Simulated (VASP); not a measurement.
# C (C2/m) in VASP: a series of runs, part 2 of 2

VASP 6.6.1. Earlier steps stand in the parts before.

## Step 5: Single point, PBE+D3(BJ) (mode 4 frozen in at -0.095 Å and mode 6 at +0.045 Å (largest displacements))

INCAR reads:

```
ALGO = Normal
EDIFF = 1E-6
ENCUT = 520
GGA = PE
ISIF = 2
ISMEAR = 0
IVDW = 12
LASPH = True
LCHARG = False
LREAL = False
LWAVE = False
NBANDS = 11
NELM = 60
PREC = Accurate
SIGMA = 0.05
```

KPOINTS reads:

```
k-points
0
Gamma
  15 15 15
```

POSCAR reads:

```
C
1.0
    1.2324984681      0.7115833223      3.3613878357
   -1.2324984681      0.7115833223      3.3613878357
    0.0000000000     -1.4231666447      3.3613878357
C
2
Direct
    0.1677147491      0.1677147491      0.1360951211
    0.8322852509      0.8322852509      0.8639048789
```

Potentials or basis: VASP PAW PBE potentials, release 64 (C).

Run with:

```sh
cat potpaw_PBE.64/C/POTCAR > POTCAR
mpirun -np 1 vasp_std > vasp.out
```

OUTCAR:

```text
EDIFF = 1E-6
   ENCUT = 520
   GGA = PE
   ISIF = 2
   ISMEAR = 0
   IVDW = 12
   LASPH = True
   LREAL = False
   NELM = 60
   PREC = Accurate
 IVDW          = 12

 ion  position               nearest neighbor table
   1  0.168  0.168  0.136-   2 1.39   2 1.39   2 1.53
   2  0.832  0.832  0.864-   1 1.39   1 1.39   1 1.53

  LATTYP: Found a trigonal (rhomboedric) cell.
 ALAT       =     3.6502508791
 COS(alpha) =     0.7719881893

  Lattice vectors:

 A1 = (   1.2324984681,   0.7115833223,   3.3613878357)
 A2 = (  -1.2324984681,   0.7115833223,   3.3613878357)
 A3 = (   0.0000000000,  -1.4231666447,   3.3613878357)

Analysis of symmetry for initial positions (statically):
=====================================================================
 Subroutine PRICEL returns:
 Original cell was already a primitive cell.

 Routine SETGRP: Setting up the symmetry group for a
 trigonal (rhombohedral) supercell.

 Subroutine GETGRP returns: Found  4 space group operations
 (whereof  4 operations were pure point group operations)
 out of a pool of 12 trial point group operations.

The static configuration has the point symmetry C_2h.

Analysis of symmetry for dynamics (positions and initial velocities):
=====================================================================
 Subroutine PRICEL returns:
 Original cell was already a primitive cell.

 Routine SETGRP: Setting up the symmetry group for a
 trigonal (rhombohedral) supercell.

 Subroutine GETGRP returns: Found  4 space group operations
 (whereof  4 operations were pure point group operations)
 out of a pool of 12 trial point group operations.

The dynamic configuration has the point symmetry C_2h.

 Subroutine INISYM returns: Found  4 space group operations
 (whereof  4 operations are pure point group operations),
 and found     1 'primitive' translations

----------------------------------------------------------------------------------------

                                     Primitive cell

  volume of cell :      17.6881

  direct lattice vectors                    reciprocal lattice vectors
     1.232498468  0.711583322  3.361387836     0.405680017  0.234219467  0.099165389
    -1.232498468  0.711583322  3.361387836    -0.405680017  0.234219467  0.099165389
     0.000000000 -1.423166645  3.361387836     0.000000000 -0.468438935  0.099165389

  length of vectors
     3.650250879  3.650250879  3.650250879     0.478820227  0.478820227  0.478820227

  position of ions in fractional coordinates (direct lattice)
     0.167714749  0.167714749  0.136095121
     0.832285251  0.832285251  0.863904879

  ion indices of the primitive-cell ions
   primitive index   ion index
                 1           1
                 2           2

----------------------------------------------------------------------------------------

 KPOINTS: k-points

Automatic generation of k-mesh.
 Grid dimensions read from file:
 generate k-points for:   15   15   15

 Generating k-lattice:

[... 21 lines left out ...]
  0.133333  0.000000  0.000000      4.000000
  0.000000  0.000000  0.133333      2.000000
  0.200000  0.000000 -0.000000      4.000000
[... 16 lines left out ...]
  0.066667  0.000000  0.200000      4.000000
  0.266667  0.066667  0.000000      4.000000
 [... further k-points ...]
   k-points           NKPTS =    904   k-points in BZ     NKDIM =    904   number of bands    NBANDS=     11
   number of dos      NEDOS =    301   number of ions     NIONS =      2
   total plane-waves  NPLWV =  21952
   dimension x,y,z NGX =    28 NGY =   28 NGZ =   28
   dimension x,y,z NGXF=    56 NGYF=   56 NGZF=   56
   ions per type =               2
   NGX,Y,Z   is equivalent  to a cutoff of  12.75, 12.75, 12.75 a.u.
   NGXF,Y,Z  is equivalent  to a cutoff of  25.50, 25.50, 25.50 a.u.
 SYSTEM =  unknown system
   PREC   = accura    normal or accurate (medium, high low for compatibility)
   ISTART =      0    job   : 0-new  1-cont  2-samecut
   ICHARG =      2    charge: 1-file 2-atom 10-const
   ISPIN  =      1    spin polarized calculation?
   LNONCOLLINEAR =      F non collinear calculations
   LSORBIT =      F    spin-orbit coupling
   LASPH  =      T    aspherical Exc in radial PAW
   ENCUT  =  520.0 eV  38.22 Ry    6.18 a.u.   6.79  6.79  6.79*2*pi/ulx,y,z
   NELM   =     60;   NELMIN=  2; NELMDL= -5     # of ELM steps
   EDIFF  = 0.1E-05   stopping-criterion for ELM
   LREAL  =      F    real-space projection
   EDIFFG = 0.1E-04   stopping-criterion for IOM
   NSW    =      0    number of steps for IOM
   IBRION =     -1    ionic relax: 0-MD 1-quasi-New 2-CG
   NFREE  =      0    steps in history (QN), initial steepest desc. (CG)
   ISIF   =      2    stress and relaxation
   ISYM   =      2    0-nonsym 1-usesym 2-fastsym
   POTIM  = 0.5000    time-step for ionic-motion
   TEBEG  =    0.0;   TEEND  =   0.0 temperature during run
   PSTRESS=    0.0 pullay stress
   NELECT =       8.0000    total number of electrons
   NUPDOWN=      -1.0000    fix difference up-down
   EMIN   =  10.00;   EMAX   =-10.00  energy-range for DOS
   EFERMI =   0.00;   METHOD = LEGACY
   ISMEAR =     0;   SIGMA  =   0.05  broadening in eV -4-tet -1-fermi 0-gaus
   EFERMI_NEDOS =   21; number of points for ismear=-14 and -15
   IALGO  =     38    algorithm
   IMIX   =      4    mixing-type and parameters
     AMIX     =   0.40;   BMIX     =  1.00
     AMIX_MAG =   1.60;   BMIX_MAG =  1.00
  volume/ion in A,a.u.               =       8.84        59.68
  Fermi-wavevector in a.u.,A,eV,Ry     =   1.256640  2.374705 21.485554  1.579144
  Thomas-Fermi vector in A             =   2.390338
   LORBIT       =      0    0 simple, 1 ext, 2 COOP (PROOUT), +10 PAW based schemes
   GGA     = PE    functional components
   LHFCALC =     F    Hartree Fock is set to
   AEXX    =    0.0000 exact exchange contribution
   IVDW    =    12    specifies the selected vdW correction
   LEPSILON=     F    determine dielectric tensor
   LRPA    =     F    only Hartree local field effects (RPA)
 non-spin polarized calculation
 Gauss-broadening in eV      SIGMA  =   0.05
  energy-cutoff  :      520.00
  volume of cell :       17.69
 maximum number of plane-waves:       490
   NGX = 13   NGY = 13   NGZ = 13

 number of electron       8.0000000 magnetization

 Free energy of the ion-electron system (eV)
  ---------------------------------------------------
  ext. energy  EPLUGINS =         0.00000000
  ---------------------------------------------------
  free energy    TOTEN  =       -17.93576457 eV

  energy without entropy =      -17.93575304  energy(sigma->0) =      -17.93575881

 E-fermi :   4.5519     XC(G=0): -10.3521

 val. band max:        4.4855766591   @ k =  -0.2000   0.4000   0.0667
 cond. band min:       4.6182709920   @ k =   0.2000  -0.1333  -0.4667
 fundamental gap:      0.1326943329
 Fermi energy:         4.5519493716

 k-point     1 :       0.0000    0.0000    0.0000
  band No.  band energies     occupation
      1     -14.9201      2.00000
      2      -1.7815      2.00000
      3       0.6879      2.00000
      4       3.3406      2.00000
      5       8.1303      0.00000
      6      11.2649      0.00000
      7      14.7175      0.00000
      8      16.6116      0.00000
      9      17.2268      0.00000
     10      27.2913      0.00000
     11      30.4184      0.00000
[... 309 lines left out ...]
 k-point    24 :       0.2667    0.0667    0.0000
  band No.  band energies     occupation
      1     -13.5186      2.00000
      2      -2.5580      2.00000
      3      -0.5210      2.00000
      4       0.2946      2.00000
      5       9.4683      0.00000
      6      12.6590      0.00000
      7      13.8139      0.00000
      8      17.2417      0.00000
      9      19.7291      0.00000
     10      24.4920      0.00000
     11      28.2500      0.00000

 [... further k-points ...]

------------------------ aborting loop because EDIFF is reached ----------------------------------------

 Edisp (eV)   -0.31262

 E8    (eV) :    -0.0886

  FORCE on cell =-STRESS in cart. coord.  units (eV):
  Direction    XX          YY          ZZ          XY          YZ          ZX
  --------------------------------------------------------------------------------------
  -------------------------------------------------------------------------------------
  Total       1.32860    -0.21375    -0.66779     0.00000     0.75896     0.00000
  in kB     120.34338   -19.36117   -60.48833     0.00000    68.74619     0.00000
  external pressure =       13.50 kB  Pullay stress =        0.00 kB

 VOLUME and BASIS-vectors are now :
 -----------------------------------------------------------------------------
  energy-cutoff  :      520.00
  volume of cell :       17.69
      direct lattice vectors                 reciprocal lattice vectors
     1.232498468  0.711583322  3.361387836     0.405680017  0.234219467  0.099165389
    -1.232498468  0.711583322  3.361387836    -0.405680017  0.234219467  0.099165389
     0.000000000 -1.423166645  3.361387836     0.000000000 -0.468438935  0.099165389

 POSITION                                       TOTAL-FORCE (eV/Angst)
 -----------------------------------------------------------------------------------
      0.00000      0.04500      1.58498         0.000000     -4.007428      2.991993
      0.00000     -0.04500      8.49919         0.000000      4.007428     -2.991993
 -----------------------------------------------------------------------------------
    total drift:                               -0.000000      0.000000     -0.000000

  FREE ENERGIE OF THE ION-ELECTRON SYSTEM (eV)
  ---------------------------------------------------
  free  energy   TOTEN  =       -18.2483825723 eV

  energy  without entropy=      -18.2483710442  energy(sigma->0) =      -18.24837681
```

OSZICAR:

```text
N       E                     dE             d eps       ncg     rms          rms(c)
DAV:   1     0.625666612216E+01    0.62567E+01   -0.45251E+03 20406   0.663E+02
DAV:   2    -0.184741947167E+02   -0.24731E+02   -0.23472E+02 25991   0.130E+02
DAV:   3    -0.190757538728E+02   -0.60156E+00   -0.60014E+00 25128   0.170E+01
DAV:   4    -0.190779338536E+02   -0.21800E-02   -0.21798E-02 23146   0.126E+00
DAV:   5    -0.190779420031E+02   -0.81495E-05   -0.81499E-05 25634   0.704E-02    0.623E+00
DAV:   6    -0.182056050142E+02    0.87234E+00   -0.73762E-01 23581   0.507E+00    0.362E+00
DAV:   7    -0.179322256022E+02    0.27338E+00   -0.82875E-01 24800   0.541E+00    0.102E+00
DAV:   8    -0.179358553241E+02   -0.36297E-02   -0.21468E-02 22357   0.946E-01    0.110E-01
DAV:   9    -0.179356884156E+02    0.16691E-03   -0.60186E-04 24544   0.162E-01    0.514E-02
DAV:  10    -0.179357607801E+02   -0.72365E-04   -0.10439E-04 22672   0.713E-02    0.230E-02
DAV:  11    -0.179357643178E+02   -0.35376E-05   -0.72774E-06 24386   0.171E-02    0.225E-03
DAV:  12    -0.179357645727E+02   -0.25487E-06   -0.53034E-07 22599   0.556E-03
   1 F= -.18248383E+02 E0= -.18248377E+02  d E =-.115281E-04
```

Wall time 1.9 min (1 thread of Intel Xeon Platinum 8559C (Emerald Rapids), shared host); peak memory 0.27 GiB.

Results:

```yaml
Free_energy: -18.2484 eV
Pressure: 1.3 GPa
Largest_force: 5.001 eV/Å
Band_gap_on_the_k_mesh: 0.13 eV, indirect (least direct gap 0.20 eV)
Dispersion_energy_per_atom: -0.156 eV
```

Forces on the atoms (eV/Å):
```
C    0.000 -4.007  2.992
C    0.000  4.007 -2.992
```

Caveat: the cell differs from its parent crystal (mode 4 frozen in at -0.095 Å and mode 6 at +0.045 Å (largest displacements)); forces of over 1 eV/Å act on the atoms, so gaps and moduli don't describe the material at rest. A k mesh can miss the band edges.
